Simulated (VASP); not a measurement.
# Bi2Te3 (C2/m) in VASP: notebook

Bi2Te3 is run at these levels: PBE; tasks: single point.

Program: VASP 6.6.1. These are calculated values, not measurements. Logs are shortened: lines on timing, memory, paths and dates and some standing lists are left out, and cuts for length are marked.

## (1) The cell of the first run

It takes space group C2/m (No. 12, monoclinic). Conventional cell: a = 7.702 Å, b = 4.447 Å, c = 32.194 Å, α = 90.00°, β = 92.29°, γ = 90.00°. Within 4.1 Å of Bi (site symmetry m) lie 6 Te at 3.09 to 3.29 Å. Bi (site symmetry m) has 6 Te at 3.09 to 3.29 Å within 4.1 Å. Within 4.1 Å of Bi (site symmetry m) lie 6 Te at 3.09 to 3.29 Å. Te (site symmetry m) has 6 Bi at 3.29 Å and 12 Te at 4.45 to 4.56 Å within 4.6 Å. Within 4.6 Å of Te (site symmetry 2/m) lie 6 Bi at 3.29 Å and 12 Te at 4.45 to 4.56 Å. Within 4.1 Å of Te (site symmetry m) lie 3 Bi at 3.09 Å and 3 Te at 4.08 Å. Within 4.1 Å of Te (site symmetry m) lie 3 Bi at 3.09 Å and 2 Te at 3.88 Å. Within 4.1 Å of Te (site symmetry m) lie 3 Bi at 3.09 Å and 3 Te at 4.08 Å.

## (2) Single point, PBE (the part above a cut slid along it)

File INCAR:

```
SYSTEM = Bi2Te3
PREC = Accurate
ENCUT = 520
EDIFF = 1E-7
ISMEAR = 0
SIGMA = 0.05
LREAL = Auto
LASPH = .TRUE.
NELM = 100
ALGO = Normal
ISIF = 2
LWAVE = .FALSE.
LCHARG = .FALSE.
GGA = PE
NBANDS = 85
```

File KPOINTS:

```
regular mesh
0
G
  9 9 1
  0 0 0
```

File POSCAR:

```
Bi2Te3
1.0
   -4.4465493992      0.0000000000      0.0000000000
   -2.2232746996     -3.8508247389      0.0000000000
   -1.1118596773     -0.6419324840     32.1686732172
Bi Te
6 9
Direct
    0.5726660424      0.5726660424      0.5638909674
    0.9615660424     -0.0384339576      0.2305576341
    0.1837660424      0.1837660424      0.8972243008
    0.5383950676      0.5383950676      0.7694756992
    0.9272950676     -0.0727049324      0.4361423659
    0.3161950676      0.3161950676      0.1028090326
    0.6388805550      0.6388805550      0.1666833333
   -0.1389194450     -0.1389194450      0.8333500000
    0.2499805550      0.2499805550      0.5000166667
    0.6028678005      0.6028678005      0.3827166538
    0.9917678005      0.9917678005      0.0493833205
    0.2139678005      0.2139678005      0.7160499872
    0.5081933095      0.5081933095      0.9506500128
    0.8970933095     -0.1029066905      0.6173166795
    0.2859933095      0.2859933095      0.2839833462
```

Potentials or basis: VASP PAW PBE potentials, release 64 (Bi_d, Te).

Started as:

```console
> cat potpaw_PBE.64/Bi_d/POTCAR potpaw_PBE.64/Te/POTCAR > POTCAR
> mpirun -np 1 vasp_std > vasp.out
```

OUTCAR:

```text
SYSTEM = Bi2Te3
   PREC = Accurate
   ENCUT = 520
   EDIFF = 1E-7
   ISMEAR = 0
   LREAL = Auto
   LASPH = .TRUE.
   NELM = 100
   ISIF = 2
   GGA = PE

 ion  position               nearest neighbor table
   1  0.573  0.573  0.564-  14 3.09  14 3.09  14 3.09   9 3.29   9 3.29   9 3.29
   2  0.962  0.962  0.231-  15 3.09  15 3.09  15 3.09   7 3.29   7 3.29   7 3.29
   3  0.184  0.184  0.897-  13 3.09  13 3.09  13 3.09   8 3.29   8 3.29   8 3.29
   4  0.538  0.538  0.769-  12 3.09  12 3.09  12 3.09   8 3.29   8 3.29   8 3.29
   5  0.927  0.927  0.436-  10 3.09  10 3.09  10 3.09   9 3.29   9 3.29   9 3.29
   6  0.316  0.316  0.103-  11 3.09  11 3.09  11 3.09   7 3.29   7 3.29   7 3.29
   7  0.639  0.639  0.167-   6 3.29   6 3.29   6 3.29   2 3.29   2 3.29   2 3.29
   8  0.861  0.861  0.833-   3 3.29   4 3.29   3 3.29   4 3.29   3 3.29   4 3.29
   9  0.250  0.250  0.500-   1 3.29   1 3.29   1 3.29   5 3.29   5 3.29   5 3.29
  10  0.603  0.603  0.383-   5 3.09   5 3.09   5 3.09
  11  0.992  0.992  0.049-   6 3.09   6 3.09   6 3.09
  12  0.214  0.214  0.716-   4 3.09   4 3.09   4 3.09
  13  0.508  0.508  0.951-   3 3.09   3 3.09   3 3.09
  14  0.897  0.897  0.617-   1 3.09   1 3.09   1 3.09
  15  0.286  0.286  0.284-   2 3.09   2 3.09   2 3.09

  LATTYP: Found a base centered monoclinic cell.
 ALAT       =     7.7016494778
 B/A-ratio  =     0.5773502692
 C/A-ratio  =     4.1801802205
 COS(beta)  =    -0.0398786634

  Lattice vectors:

 A1 = (   4.4465493992,   0.0000000000,   0.0000000000)
 A2 = (   2.2232746996,   3.8508247389,   0.0000000000)
 A3 = (  -1.1118596773,  -0.6419324840,  32.1686732172)

Analysis of symmetry for initial positions (statically):
=====================================================================
 Subroutine PRICEL returns:
 Original cell was already a primitive cell.

 Routine SETGRP: Setting up the symmetry group for a
 base centered monoclinic supercell.

 Subroutine GETGRP returns: Found  4 space group operations
 (whereof  2 operations were pure point group operations)
 out of a pool of  4 trial point group operations.

The static configuration has the point symmetry C_1h.
 The point group associated with its full space group is C_2h.

Analysis of symmetry for dynamics (positions and initial velocities):
=====================================================================
 Subroutine PRICEL returns:
 Original cell was already a primitive cell.

 Routine SETGRP: Setting up the symmetry group for a
 base centered monoclinic supercell.

 Subroutine GETGRP returns: Found  4 space group operations
 (whereof  2 operations were pure point group operations)
 out of a pool of  4 trial point group operations.

The dynamic configuration has the point symmetry C_1h.
 The point group associated with its full space group is C_2h.

 Subroutine INISYM returns: Found  4 space group operations
 (whereof  2 operations are pure point group operations),
 and found     1 'primitive' translations

----------------------------------------------------------------------------------------

                                     Primitive cell

  volume of cell :     550.8204

  direct lattice vectors                    reciprocal lattice vectors
    -4.446549399  0.000000000  0.000000000    -0.224893487  0.129842315 -0.005182060
    -2.223274700 -3.850824739  0.000000000     0.000000000 -0.259684631 -0.005182060
    -1.111859677 -0.641932484 32.168673217     0.000000000  0.000000000  0.031086144

  length of vectors
     4.446549399  4.446549399 32.194282812     0.259736330  0.259736330  0.031086144

  position of ions in fractional coordinates (direct lattice)
     0.572666042  0.572666042  0.563890967
     0.961566042  0.961566042  0.230557634
     0.183766042  0.183766042  0.897224301
     0.538395068  0.538395068  0.769475699
     0.927295068  0.927295068  0.436142366
     0.316195068  0.316195068  0.102809033
     0.638880555  0.638880555  0.166683333
     0.861080555  0.861080555  0.833350000
     0.249980555  0.249980555  0.500016667
     0.602867801  0.602867801  0.382716654
[... 33 lines left out ...]

  Cartesian coordinates                     Fractional coordinates (reciprocal lattice)
    -0.024988165  0.014426924 -0.000575784     0.111111111  0.000000000  0.000000000
     0.000000000 -0.028853848 -0.000575784     0.000000000  0.111111111  0.000000000
     0.000000000  0.000000000  0.031086144     0.000000000  0.000000000  1.000000000

  Length of vectors
     0.028859592  0.028859592  0.031086144

  Shift w.r.t. Gamma in fractional coordinates (k-lattice)
     0.000000000  0.000000000  0.000000000

 Subroutine IBZKPT returns following result:
 ===========================================

 Found     25 irreducible k-points:

 Following reciprocal coordinates:
            Coordinates               Weight
  0.000000  0.000000  0.000000      1.000000
  0.111111 -0.000000  0.000000      4.000000
  0.222222 -0.000000  0.000000      4.000000
  0.333333 -0.000000 -0.000000      4.000000
  0.444444 -0.000000  0.000000      4.000000
  0.111111  0.111111  0.000000      2.000000
[... 16 lines left out ...]
 -0.333333  0.333333 -0.000000      2.000000
  0.444444  0.444444 -0.000000      2.000000
   k-points           NKPTS =     25   k-points in BZ     NKDIM =     25   number of bands    NBANDS=     85
   number of dos      NEDOS =    301   number of ions     NIONS =     15
   total plane-waves  NPLWV = 311040
   dimension x,y,z NGX =    36 NGY =   36 NGZ =  240
   dimension x,y,z NGXF=    72 NGYF=   72 NGZF=  480
   ions per type =               6   9
   NGX,Y,Z   is equivalent  to a cutoff of  13.46, 13.46, 12.39 a.u.
   NGXF,Y,Z  is equivalent  to a cutoff of  26.92, 26.92, 24.79 a.u.
 SYSTEM =  Bi2Te3
   PREC   = accura    normal or accurate (medium, high low for compatibility)
   ISTART =      0    job   : 0-new  1-cont  2-samecut
   ICHARG =      2    charge: 1-file 2-atom 10-const
   ISPIN  =      1    spin polarized calculation?
   LNONCOLLINEAR =      F non collinear calculations
   LSORBIT =      F    spin-orbit coupling
   LASPH  =      T    aspherical Exc in radial PAW
   ENCUT  =  520.0 eV  38.22 Ry    6.18 a.u.   8.27  8.27 59.86*2*pi/ulx,y,z
   NELM   =    100;   NELMIN=  2; NELMDL= -5     # of ELM steps
   EDIFF  = 0.1E-06   stopping-criterion for ELM
   LREAL  =      T    real-space projection
   EDIFFG = 0.1E-05   stopping-criterion for IOM
   NSW    =      0    number of steps for IOM
   IBRION =     -1    ionic relax: 0-MD 1-quasi-New 2-CG
   NFREE  =      0    steps in history (QN), initial steepest desc. (CG)
   ISIF   =      2    stress and relaxation
   ISYM   =      2    0-nonsym 1-usesym 2-fastsym
   POTIM  = 0.5000    time-step for ionic-motion
   TEBEG  =    0.0;   TEEND  =   0.0 temperature during run
   PSTRESS=    0.0 pullay stress
   NELECT =     144.0000    total number of electrons
   NUPDOWN=      -1.0000    fix difference up-down
   EMIN   =  10.00;   EMAX   =-10.00  energy-range for DOS
   EFERMI =   0.00;   METHOD = LEGACY
   ISMEAR =     0;   SIGMA  =   0.05  broadening in eV -4-tet -1-fermi 0-gaus
   EFERMI_NEDOS =   21; number of points for ismear=-14 and -15
   IALGO  =     38    algorithm
   IMIX   =      4    mixing-type and parameters
     AMIX     =   0.40;   BMIX     =  1.00
     AMIX_MAG =   1.60;   BMIX_MAG =  1.00
  volume/ion in A,a.u.               =      36.72       247.81
  Fermi-wavevector in a.u.,A,eV,Ry     =   1.046789  1.978144 14.908807  1.095766
  Thomas-Fermi vector in A             =   2.181642
   LORBIT       =      0    0 simple, 1 ext, 2 COOP (PROOUT), +10 PAW based schemes
   GGA     = PE    functional components
   LHFCALC =     F    Hartree Fock is set to
   AEXX    =    0.0000 exact exchange contribution
   IVDW    =     0    specifies the selected vdW correction
   LEPSILON=     F    determine dielectric tensor
   LRPA    =     F    only Hartree local field effects (RPA)
 non-spin polarized calculation
 Gauss-broadening in eV      SIGMA  =   0.05
  energy-cutoff  :      520.00
  volume of cell :      550.82
 maximum number of plane-waves:     14879
 NGX is ok and might be reduce to    36
   NGX = 17   NGY = 17   NGZ =119

 number of electron     143.9999975 magnetization

 Free energy of the ion-electron system (eV)
  ---------------------------------------------------
  ext. energy  EPLUGINS =         0.00000000
  ---------------------------------------------------
  free energy    TOTEN  =       -55.19483877 eV

  energy without entropy =      -55.19483877  energy(sigma->0) =      -55.19483877

 E-fermi :   5.2533     XC(G=0):  -8.9139

 val. band max:        5.0216120903   @ k =   0.0000   0.0000   0.0000
 cond. band min:       5.5402976033   @ k =   0.0000   0.0000   0.0000
 fundamental gap:      0.5186855130
 Fermi energy:         5.2532861417

 k-point     1 :       0.0000    0.0000    0.0000
  band No.  band energies     occupation
      1     -17.9163      2.00000
      2     -17.9163      2.00000
      3     -17.9139      2.00000
      4     -17.9139      2.00000
      5     -17.9138      2.00000
      6     -17.9138      2.00000
[... 2077 lines left out ...]
     83       7.9683      0.00000
     84       8.0830      0.00000

 [... further k-points ...]

 [bands above 84 left out]

------------------------ aborting loop because EDIFF is reached ----------------------------------------

  FORCE on cell =-STRESS in cart. coord.  units (eV):
  Direction    XX          YY          ZZ          XY          YZ          ZX
  --------------------------------------------------------------------------------------
  -------------------------------------------------------------------------------------
  Total       -0.0593884      0.1327558      0.4153524     -0.1664017      0.0458356      0.0793896
  in kB       -0.1727436      0.3861483      1.2081400     -0.4840146      0.1333225      0.2309215
  external PRESSURE =       0.4738482 kB  Pullay stress =       0.0000000 kB

 VOLUME and BASIS-vectors are now :
 -----------------------------------------------------------------------------
  energy-cutoff  :      520.00
  volume of cell :      550.82
      direct lattice vectors                 reciprocal lattice vectors
    -4.446549399  0.000000000  0.000000000    -0.224893487  0.129842315 -0.005182060
    -2.223274700 -3.850824739  0.000000000     0.000000000 -0.259684631 -0.005182060
    -1.111859677 -0.641932484 32.168673217     0.000000000  0.000000000  0.031086144

 POSITION                                       TOTAL-FORCE (eV/Angst)
 -----------------------------------------------------------------------------------
     -4.44655     -2.56722     18.13962        -0.006819     -0.003937     -0.015305
     -6.66982     -3.85082      7.41673        -0.015212     -0.008782     -0.017566
     -2.22327     -1.28361     28.86252         0.027886      0.016100     -0.048420
     -4.44655     -2.56722     24.75301         0.015212      0.008782      0.017566
     -6.66982     -3.85082     14.03012         0.006819      0.003937      0.015305
     -2.22327     -1.28361      3.30723        -0.027886     -0.016100      0.048420
     -4.44655     -2.56722      5.36198         0.017566      0.010142     -0.002118
     -6.66982     -3.85082     26.80776        -0.017566     -0.010142      0.002118
     -2.22327     -1.28361     16.08487         0.000000     -0.000000     -0.000000
     -4.44655     -2.56722     12.31149         0.003465      0.002000     -0.014825
     -6.66982     -3.85082      1.58860         0.036468      0.021055      0.042427
     -2.22327     -1.28361     23.03438        -0.003522     -0.002033     -0.017959
     -4.44655     -2.56722     30.58115        -0.036468     -0.021055     -0.042427
     -6.66982     -3.85082     19.85826        -0.003465     -0.002000      0.014825
     -2.22327     -1.28361      9.13537         0.003522      0.002033      0.017959
 -----------------------------------------------------------------------------------
    total drift:                                0.000001      0.000001     -0.000016

  FREE ENERGIE OF THE ION-ELECTRON SYSTEM (eV)
  ---------------------------------------------------
  free  energy   TOTEN  =       -55.1948387721 eV

  energy  without entropy=      -55.1948387721  energy(sigma->0) =      -55.19483877
```

It took 26 min on 1 thread of Intel Xeon 6975P-C (Granite Rapids), shared host; peak memory 1.1 GiB.

Results:

* Free energy: -55.1948 eV
* Pressure: 0.0 GPa
* Largest force: 0.060 eV/Å
* Band gap on the k mesh: 0.52 eV

Forces on the atoms (eV/Å):
```
Bi  -0.007 -0.004 -0.015
Bi  -0.015 -0.009 -0.018
Bi   0.028  0.016 -0.048
Bi   0.015  0.009  0.018
Bi   0.007  0.004  0.015
Bi  -0.028 -0.016  0.048
Te   0.018  0.010 -0.002
Te  -0.018 -0.010  0.002
Te   0.000  0.000  0.000
Te   0.003  0.002 -0.015
Te   0.036  0.021  0.042
Te  -0.004 -0.002 -0.018
Te  -0.036 -0.021 -0.042
Te  -0.003 -0.002  0.015
Te   0.004  0.002  0.018
```

Stress tensor (GPa, compression positive):
```
-0.02 -0.05  0.02
-0.05  0.04  0.01
 0.02  0.01  0.12
```

Caveat: the cell differs from its parent crystal (the part above a cut slid along it); spin-orbit coupling is left out, which moves the levels of the heavy elements; this functional lacks dispersion, which binds layers or chains, so the pressure and a relaxed spacing across them are unreliable. A k mesh can miss the band edges.

## (3) Single point, PBE (the part above a cut slid along it)

File INCAR:

```
PREC = Accurate
ENCUT = 520
EDIFF = 1E-7
ISMEAR = 0
SIGMA = 0.05
LREAL = Auto
LASPH = True
NELM = 100
ALGO = Normal
ISIF = 2
LWAVE = False
LCHARG = True
GGA = PE
LELF = True
LVHAR = True
NBANDS = 85
```

File KPOINTS:

```
regular mesh
0
Gamma
  9 9 1
```

File POSCAR:

```
Bi2Te3
1.0
   -4.4465493992      0.0000000000      0.0000000000
   -2.2232746996     -3.8508247389      0.0000000000
   -2.7793157020     -1.6046386687     32.1686732172
Bi Te
6 9
Direct
    0.4316933005      0.4316933005      0.5638909674
    0.9039266339     -0.0960733661      0.2305576341
   -0.0405400328     -0.0405400328      0.8972243008
    0.3460261428      0.3460261428      0.7694756992
    0.8182594761     -0.1817405239      0.4361423659
    0.2904928095      0.2904928095      0.1028090326
    0.5972097217      0.5972097217      0.1666833333
   -0.3472569450     -0.3472569450      0.8333500000
    0.1249763883      0.1249763883      0.5000166667
    0.5071886370      0.5071886370      0.3827166538
    0.9794219703      0.9794219703      0.0493833205
    0.0349553037      0.0349553037      0.7160499872
    0.2705308063      0.2705308063      0.9506500128
    0.7427641397     -0.2572358603      0.6173166795
    0.2149974730      0.2149974730      0.2839833462
```

Potentials or basis: VASP PAW PBE potentials, release 64 (Bi_d, Te).

Started as:

```console
> cat potpaw_PBE.64/Bi_d/POTCAR potpaw_PBE.64/Te/POTCAR > POTCAR
> mpirun -np 1 vasp_std > vasp.out
```

Wall time 84 min (1 thread of Oxide Virtual Turin-like, shared host); peak memory 1 GiB.

Results (log left out):

- Free energy: -55.1794 eV
- Pressure: 0.0 GPa
- Largest force: 0.092 eV/Å
- Band gap on the k mesh: 0.51 eV

Forces on the atoms (eV/Å):
```
Bi  -0.004 -0.003  0.007
Bi  -0.013 -0.008  0.002
Bi  -0.018 -0.011 -0.038
Bi   0.013  0.008 -0.002
Bi   0.004  0.003 -0.007
Bi   0.018  0.011  0.038
Te   0.010  0.006 -0.003
Te  -0.010 -0.006  0.003
Te   0.000  0.000  0.000
Te   0.000  0.000 -0.014
Te   0.042  0.025  0.078
Te  -0.006 -0.003 -0.020
Te  -0.042 -0.025 -0.078
Te   0.000  0.000  0.014
Te   0.006  0.003  0.020
```

Stress tensor (GPa, compression positive):
```
-0.01  0.01  0.09
 0.01 -0.02  0.05
 0.09  0.05  0.17
```

Levels at points of the mesh, in eV from the valence-band top:
| k point | band 70 | band 71 | band 72 | band 73 | band 74 | band 75 |
| --- | --- | --- | --- | --- | --- | --- |
| (0.00, 0.00, 0.00) | -0.22 | -0.19 | 0.00 | 0.51 | 0.71 | 0.72 |

Caveat: the cell differs from its parent crystal (the part above a cut slid along it); spin-orbit coupling is left out, which moves the levels of the heavy elements; this functional lacks dispersion, which binds layers or chains, so the pressure and a relaxed spacing across them are unreliable. A k mesh can miss the band edges.
